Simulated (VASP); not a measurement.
# Si3N4 (P6_3/m) in VASP: relaxation of the atoms with PBE

Aim: the relaxation of the atoms of Si3N4 with PBE.

Everything below comes from runs of VASP 6.6.1. Logs are shortened: lines on timing, memory, paths and dates and some standing lists are left out, and cuts for length are marked.

## (1) The cell of the first run

The structure is hexagonal, space group P6_3/m (No. 176). The conventional cell has a = 7.637 Å, b = 7.637 Å, c = 2.922 Å, α = 90.00°, β = 90.00°, γ = 120.00°. Si (site symmetry m) has 4 N at 1.60 to 1.79 Å within 2.1 Å. N (site symmetry -6) has 3 Si at 1.60 Å within 2.1 Å. N (site symmetry m) has 3 Si at 1.78 to 1.79 Å within 2.4 Å.

## (2) Relaxation of the atoms, PBE

INCAR

```
PREC = Accurate
ENCUT = 520
EDIFF = 1E-6
ISMEAR = -1
SIGMA = 0.02
LREAL = F
LASPH = T
NELM = 60
ALGO = Normal
ISIF = 2
LWAVE = F
LCHARG = F
GGA = PE
IBRION = 2
NSW = 80
EDIFFG = -0.02
```

KPOINTS

```
regular mesh
0
Gamma
  4 4 9
```

POSCAR

```
Si3N4
1.0
    7.6374000000      0.0000000000      0.0000000000
   -3.8187000000      6.6141824189      0.0000000000
    0.0000000000      0.0000000000      2.9220000000
Si N
6 8
Direct
    0.1921000000      0.7662000000      0.2500000000
    0.4259000000      0.1921000000      0.7500000000
    0.2338000000      0.4259000000      0.2500000000
    0.8079000000      0.2338000000      0.7500000000
    0.5741000000      0.8079000000      0.2500000000
    0.7662000000      0.5741000000      0.7500000000
    0.3333333333      0.6666666667      0.2500000000
    0.6666666667      0.3333333333      0.7500000000
    0.3395000000      0.0354000000      0.2500000000
    0.3041000000      0.3395000000      0.7500000000
    0.9646000000      0.3041000000      0.2500000000
    0.6605000000      0.9646000000      0.7500000000
    0.6959000000      0.6605000000      0.2500000000
    0.0354000000      0.6959000000      0.7500000000
```

Potentials or basis: VASP PAW PBE potentials, release 64 (Si, N).

Started as:

```
$ cat potpaw_PBE.64/Si/POTCAR potpaw_PBE.64/N/POTCAR > POTCAR
$ mpirun -np 1 vasp_std > vasp.out
```

OUTCAR:

```text
PREC = Accurate
   ENCUT = 520
   EDIFF = 1E-6
   ISMEAR = -1
   LREAL = F
   LASPH = T
   NELM = 60
   ISIF = 2
   GGA = PE
   IBRION = 2
   NSW = 80
   EDIFFG = -0.02

 ion  position               nearest neighbor table
   1  0.192  0.766  0.250-   7 1.60   9 1.78  14 1.79  14 1.79   5 2.77   3 2.77
   2  0.426  0.192  0.750-   8 1.60  10 1.78   9 1.79   9 1.79   4 2.77   6 2.77
   3  0.234  0.426  0.250-   7 1.60  11 1.78  10 1.79  10 1.79   1 2.77   5 2.77
   4  0.808  0.234  0.750-   8 1.60  12 1.78  11 1.79  11 1.79   2 2.77   6 2.77
   5  0.574  0.808  0.250-   7 1.60  13 1.78  12 1.79  12 1.79   1 2.77   3 2.77
   6  0.766  0.574  0.750-   8 1.60  14 1.78  13 1.79  13 1.79   4 2.77   2 2.77
   7  0.333  0.667  0.250-   1 1.60   5 1.60   3 1.60
   8  0.667  0.333  0.750-   4 1.60   2 1.60   6 1.60
   9  0.340  0.035  0.250-   1 1.78   2 1.79   2 1.79
  10  0.304  0.340  0.750-   2 1.78   3 1.79   3 1.79
  11  0.965  0.304  0.250-   3 1.78   4 1.79   4 1.79
  12  0.660  0.965  0.750-   4 1.78   5 1.79   5 1.79
  13  0.696  0.660  0.250-   5 1.78   6 1.79   6 1.79
  14  0.035  0.696  0.750-   6 1.78   1 1.79   1 1.79

  LATTYP: Found a hexagonal cell.
 ALAT       =     7.6374000000
 C/A-ratio  =     0.3825909341

  Lattice vectors:

 A1 = (   7.6374000000,   0.0000000000,   0.0000000000)
 A2 = (  -3.8187000000,   6.6141824189,   0.0000000000)
 A3 = (   0.0000000000,   0.0000000000,   2.9220000000)

Analysis of symmetry for initial positions (statically):
=====================================================================
 Subroutine PRICEL returns:
 Original cell was already a primitive cell.

 Routine SETGRP: Setting up the symmetry group for a
 hexagonal supercell.

 Subroutine GETGRP returns: Found 12 space group operations
 (whereof  6 operations were pure point group operations)
 out of a pool of 24 trial point group operations.

The static configuration has the point symmetry S_6 .
 The point group associated with its full space group is C_6h.

Analysis of symmetry for dynamics (positions and initial velocities):
=====================================================================
 Subroutine PRICEL returns:
 Original cell was already a primitive cell.

 Routine SETGRP: Setting up the symmetry group for a
 hexagonal supercell.

 Subroutine GETGRP returns: Found 12 space group operations
 (whereof  6 operations were pure point group operations)
 out of a pool of 24 trial point group operations.

The dynamic configuration has the point symmetry S_6 .
 The point group associated with its full space group is C_6h.

 Subroutine INISYM returns: Found 12 space group operations
 (whereof  6 operations are pure point group operations),
 and found     1 'primitive' translations

----------------------------------------------------------------------------------------

                                     Primitive cell

  volume of cell :     147.6053

  direct lattice vectors                    reciprocal lattice vectors
     7.637400000  0.000000000  0.000000000     0.130934611  0.075595133  0.000000000
    -3.818700000  6.614182419  0.000000000     0.000000000  0.151190266  0.000000000
     0.000000000  0.000000000  2.922000000     0.000000000  0.000000000  0.342231348

  length of vectors
     7.637400000  7.637400000  2.922000000     0.151190266  0.151190266  0.342231348

  position of ions in fractional coordinates (direct lattice)
     0.192100000  0.766200000  0.250000000
     0.425900000  0.192100000  0.750000000
     0.233800000  0.425900000  0.250000000
     0.807900000  0.233800000  0.750000000
     0.574100000  0.807900000  0.250000000
     0.766200000  0.574100000  0.750000000
     0.333333333  0.666666667  0.250000000
     0.666666667  0.333333333  0.750000000
     0.339500000  0.035400000  0.250000000
     0.304100000  0.339500000  0.750000000
     0.964600000  0.304100000  0.250000000
     0.660500000  0.964600000  0.750000000
     0.695900000  0.660500000  0.250000000
     0.035400000  0.695900000  0.750000000

  ion indices of the primitive-cell ions
   primitive index   ion index
                 1           1
                 2           2
                 3           3
                 4           4
                 5           5
                 6           6
                 7           7
                 8           8
                 9           9
                10          10
                11          11
                12          12
                13          13
                14          14

----------------------------------------------------------------------------------------

 KPOINTS: regular mesh

Automatic generation of k-mesh.
 Grid dimensions read from file:
 generate k-points for:    4    4    9

 Generating k-lattice:

  Cartesian coordinates                     Fractional coordinates (reciprocal lattice)
     0.032733653  0.018898783  0.000000000     0.250000000 -0.000000000  0.000000000
     0.000000000  0.037797567  0.000000000     0.000000000  0.250000000  0.000000000
     0.000000000  0.000000000  0.038025705     0.000000000  0.000000000  0.111111111

  Length of vectors
     0.037797567  0.037797567  0.038025705

  Shift w.r.t. Gamma in fractional coordinates (k-lattice)
     0.000000000  0.000000000  0.000000000

 Subroutine IBZKPT returns following result:
 ===========================================

 Found     20 irreducible k-points:

 Following reciprocal coordinates:
            Coordinates               Weight
  0.000000  0.000000  0.000000      1.000000
  0.250000 -0.000000  0.000000      6.000000
  0.500000 -0.000000  0.000000      3.000000
  0.250000  0.250000  0.000000      6.000000
  0.000000  0.000000  0.111111      2.000000
  0.250000 -0.000000  0.111111     12.000000
[... 12 lines left out ...]
  0.500000 -0.000000  0.444444      6.000000
  0.250000  0.250000  0.444444     12.000000
   k-points           NKPTS =     20   k-points in BZ     NKDIM =     20   number of bands    NBANDS=     40
   number of dos      NEDOS =    301   number of ions     NIONS =     14
   total plane-waves  NPLWV =  86400
   dimension x,y,z NGX =    60 NGY =   60 NGZ =   24
   dimension x,y,z NGXF=   120 NGYF=  120 NGZF=   48
   ions per type =               6   8
   NGX,Y,Z   is equivalent  to a cutoff of  13.06, 13.06, 13.65 a.u.
   NGXF,Y,Z  is equivalent  to a cutoff of  26.12, 26.12, 27.31 a.u.
 SYSTEM =  unknown system
   PREC   = accura    normal or accurate (medium, high low for compatibility)
   ISTART =      0    job   : 0-new  1-cont  2-samecut
   ICHARG =      2    charge: 1-file 2-atom 10-const
   ISPIN  =      1    spin polarized calculation?
   LNONCOLLINEAR =      F non collinear calculations
   LSORBIT =      F    spin-orbit coupling
   LASPH  =      T    aspherical Exc in radial PAW
   ENCUT  =  520.0 eV  38.22 Ry    6.18 a.u.  14.20 14.20  5.43*2*pi/ulx,y,z
   NELM   =     60;   NELMIN=  2; NELMDL= -5     # of ELM steps
   EDIFF  = 0.1E-05   stopping-criterion for ELM
   LREAL  =      F    real-space projection
   EDIFFG = -.2E-01   stopping-criterion for IOM
   NSW    =     80    number of steps for IOM
   IBRION =      2    ionic relax: 0-MD 1-quasi-New 2-CG
   NFREE  =      1    steps in history (QN), initial steepest desc. (CG)
   ISIF   =      2    stress and relaxation
   ISYM   =      2    0-nonsym 1-usesym 2-fastsym
   POTIM  = 0.5000    time-step for ionic-motion
   TEBEG  =    0.0;   TEEND  =   0.0 temperature during run
   PSTRESS=    0.0 pullay stress
   NELECT =      64.0000    total number of electrons
   NUPDOWN=      -1.0000    fix difference up-down
   EMIN   =  10.00;   EMAX   =-10.00  energy-range for DOS
   EFERMI =   0.00;   METHOD = LEGACY
   ISMEAR =    -1;   SIGMA  =   0.02  broadening in eV -4-tet -1-fermi 0-gaus
   EFERMI_NEDOS =   21; number of points for ismear=-14 and -15
   IALGO  =     38    algorithm
   IMIX   =      4    mixing-type and parameters
     AMIX     =   0.40;   BMIX     =  1.00
     AMIX_MAG =   1.60;   BMIX_MAG =  1.00
  volume/ion in A,a.u.               =      10.54        71.15
  Fermi-wavevector in a.u.,A,eV,Ry     =   1.239084  2.341530 20.889431  1.535330
  Thomas-Fermi vector in A             =   2.373582
   LORBIT       =      0    0 simple, 1 ext, 2 COOP (PROOUT), +10 PAW based schemes
   GGA     = PE    functional components
   LHFCALC =     F    Hartree Fock is set to
   AEXX    =    0.0000 exact exchange contribution
   IVDW    =     0    specifies the selected vdW correction
   LEPSILON=     F    determine dielectric tensor
   LRPA    =     F    only Hartree local field effects (RPA)
 conjugate gradient relaxation of ions
 non-spin polarized calculation
  energy-cutoff  :      520.00
  volume of cell :      147.61
 maximum number of plane-waves:      3998
 NGX is ok and might be reduce to    60
   NGX = 29   NGY = 29   NGZ = 11

--------------------------------------- Ionic step        1  -------------------------------------------

 number of electron      63.9999995 magnetization

 Free energy of the ion-electron system (eV)
  ---------------------------------------------------
  ext. energy  EPLUGINS =         0.00000000
  ---------------------------------------------------
  free energy    TOTEN  =      -111.79192745 eV

  energy without entropy =     -111.79192745  energy(sigma->0) =     -111.79192745

------------------------ aborting loop because EDIFF is reached ----------------------------------------

  FORCE on cell =-STRESS in cart. coord.  units (eV):
  Direction    XX          YY          ZZ          XY          YZ          ZX
  --------------------------------------------------------------------------------------
  -------------------------------------------------------------------------------------
  Total       13.7621194     13.7621194     -6.4569961      0.0000002     -0.0000000      0.0000000
  in kB      149.3805265    149.3805265    -70.0872777      0.0000017     -0.0000000      0.0000000
  external PRESSURE =      76.2245917 kB  Pullay stress =       0.0000000 kB
[... 125 lines left out ...]
  FREE ENERGIE OF THE ION-ELECTRON SYSTEM (eV)
  ---------------------------------------------------
  free  energy   TOTEN  =      -114.3245393685 eV

  energy  without entropy=     -114.3245393685  energy(sigma->0) =     -114.32453937

[... ionic steps 4 to 13 ...]

--------------------------------------- Ionic step       14  -------------------------------------------

 number of electron      63.9999994 magnetization

------------------------ aborting loop because EDIFF is reached ----------------------------------------

  FORCE on cell =-STRESS in cart. coord.  units (eV):
  Direction    XX          YY          ZZ          XY          YZ          ZX
  --------------------------------------------------------------------------------------
  -------------------------------------------------------------------------------------
  Total        1.7306902      1.7306902      1.1986732      0.0000001     -0.0000000      0.0000000
  in kB       18.7857267     18.7857267     13.0109640      0.0000006     -0.0000000      0.0000000
  external PRESSURE =      16.8608058 kB  Pullay stress =       0.0000000 kB
[... 81 lines left out ...]
  energy  without entropy=     -114.5375326897  energy(sigma->0) =     -114.53753269

--------------------------------------- Ionic step       16  -------------------------------------------

 number of electron      63.9999993 magnetization

 Free energy of the ion-electron system (eV)
  ---------------------------------------------------
  ext. energy  EPLUGINS =         0.00000000
  ---------------------------------------------------
  free energy    TOTEN  =      -114.53758880 eV

  energy without entropy =     -114.53758880  energy(sigma->0) =     -114.53758880

 E-fermi :   7.0425     XC(G=0): -10.7464

 val. band max:        6.6035721647   @ k =   0.0000   0.0000   0.2222
 cond. band min:      10.8773565103   @ k =   0.0000   0.0000   0.0000
 fundamental gap:      4.2737843456
 Fermi energy:         7.0424784685

 k-point     1 :       0.0000    0.0000    0.0000
  band No.  band energies     occupation
      1     -11.4987      2.00000
      2     -10.0613      2.00000
      3     -10.0613      2.00000
      4      -9.4271      2.00000
      5      -9.2903      2.00000
      6      -9.2903      2.00000
[... 890 lines left out ...]
  FREE ENERGIE OF THE ION-ELECTRON SYSTEM (eV)
  ---------------------------------------------------
  free  energy   TOTEN  =      -114.5375888000 eV

  energy  without entropy=     -114.5375888000  energy(sigma->0) =     -114.53758880

 reached required accuracy - stopping structural energy minimisation
```

Wall time 26 min (1 thread of Oxide Virtual Turin-like, shared host); peak memory 0.29 GiB.

What came out:

```
Free energy                  : -114.5376 eV
Energy gained by relaxing    : 196.1 meV/atom
Ionic steps                  : 16
Pressure after relaxing      : 1.7 GPa
Largest force after relaxing : 0.011 eV/Å
Band gap on the k mesh       : 4.27 eV (least direct gap 4.46 eV)
```

Forces on the atoms (eV/Å):
```
Si  -0.005 -0.001  0.000
Si  -0.002 -0.004  0.000
Si   0.003 -0.004  0.000
Si   0.005  0.001  0.000
Si   0.002  0.004  0.000
Si  -0.003  0.004  0.000
N    0.000  0.000  0.000
N    0.000  0.000  0.000
N    0.003  0.010  0.000
N   -0.008  0.007  0.000
N   -0.010 -0.003  0.000
N   -0.003 -0.010  0.000
N    0.008 -0.007  0.000
N    0.010  0.003  0.000
```

Step by step:
```
step  energy change (eV)  largest force (eV/Å)  pressure (GPa)
   1              0.0000                7.4148            7.62
   2              4.4982                7.9034            8.06
   3             -2.5326                0.9510            2.39
   4             -2.5326                0.9845            2.36
   5             -2.6658                0.5248            2.14
   6             -2.6666                0.5822            2.15
   7             -2.7370                0.1277            2.04
   8             -2.7374                0.0821            2.04
   9             -2.7395                0.0593            1.99
  10             -2.7424                0.1381            1.85
  11             -2.7435                0.0987            1.82
  12             -2.7450                0.0529            1.73
  13             -2.7452                0.0419            1.72
  14             -2.7456                0.0253            1.69
  15             -2.7456                0.0278            1.68
  16             -2.7457                0.0106            1.68
```

Final structure:
```yaml
crystal:
  lattice:
    - [7.63740, 0.00000, 0.00000]
    - [-3.81870, 6.61418, 0.00000]
    - [0.00000, 0.00000, 2.92200]
  atoms:
    - { symbol: Si, position: [0.17444, 0.76838, 0.25000] }
    - { symbol: Si, position: [0.40606, 0.17444, 0.75000] }
    - { symbol: Si, position: [0.23162, 0.40606, 0.25000] }
    - { symbol: Si, position: [0.82556, 0.23162, 0.75000] }
    - { symbol: Si, position: [0.59394, 0.82556, 0.25000] }
    - { symbol: Si, position: [0.76838, 0.59394, 0.75000] }
    - { symbol: N, position: [0.33333, 0.66667, 0.25000] }
    - { symbol: N, position: [0.66667, 0.33333, 0.75000] }
    - { symbol: N, position: [0.32981, 0.03038, 0.25000] }
    - { symbol: N, position: [0.29943, 0.32981, 0.75000] }
    - { symbol: N, position: [0.96962, 0.29943, 0.25000] }
    - { symbol: N, position: [0.67019, 0.96962, 0.75000] }
    - { symbol: N, position: [0.70057, 0.67019, 0.25000] }
    - { symbol: N, position: [0.03038, 0.70057, 0.75000] }
```

A k mesh can miss the band edges.
